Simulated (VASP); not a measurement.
The system is ZnS (wurtzite type).

```xyz
4
Lattice="3.8021 0.0000 0.0000 -1.9010 3.2927 0.0000 0.0000 0.0000 6.1974" Properties=species:S:1:pos:R:3 pbc="T T T"
Zn    0.0000    2.1951    0.0000
Zn    1.9010    1.0976    3.0987
S     0.0000    2.1951    2.3302
S     1.9010    1.0976    5.4289
```

* Program: VASP 6.6.1
* Task: relaxation of cell and atoms
* Functional: PBE
* Potentials or basis: VASP PAW PBE potentials, release 64 (Zn, S)
* Cutoff: 600 eV
* k mesh: 12 × 12 × 7
* Occupations: fermi-dirac, width 0.03 eV
* Spin: no spin polarisation

At the start: pressure 3.2 GPa; volume 19.40 Å³/atom.

Task: Where does the relaxation end?

Result: Over 9 steps the energy falls by 8.1 meV/atom and the volume is 20.22 Å³/atom (+4.2 %); space group P6_3mc (No. 186, to 0.05 Å).

The path:
```csv
step,energy change (eV),largest force (eV/Å),pressure (GPa),volume (Å³)
1,0.0000,0.0203,3.19,77.59
2,-0.0291,0.0193,-0.90,82.01
3,-0.0322,0.0203,-0.01,80.92
4,-0.0322,0.0203,-0.05,80.98
5,-0.0323,0.0174,-0.07,80.98
6,-0.0324,0.0126,-0.08,80.97
7,-0.0324,0.0111,-0.06,80.96
8,-0.0325,0.0023,0.07,80.84
9,-0.0325,0.0023,0.02,80.88
```

Final structure:
```yaml
crystal:
  lattice:
    - [3.84734, 0.00000, 0.00000]
    - [-1.92367, 3.33189, 0.00000]
    - [0.00000, 0.00000, 6.30955]
  atoms:
    - { symbol: Zn, position: [0.33333, 0.66667, 0.00071] }
    - { symbol: Zn, position: [0.66667, 0.33333, 0.50071] }
    - { symbol: S, position: [0.33333, 0.66667, 0.37529] }
    - { symbol: S, position: [0.66667, 0.33333, 0.87529] }
```
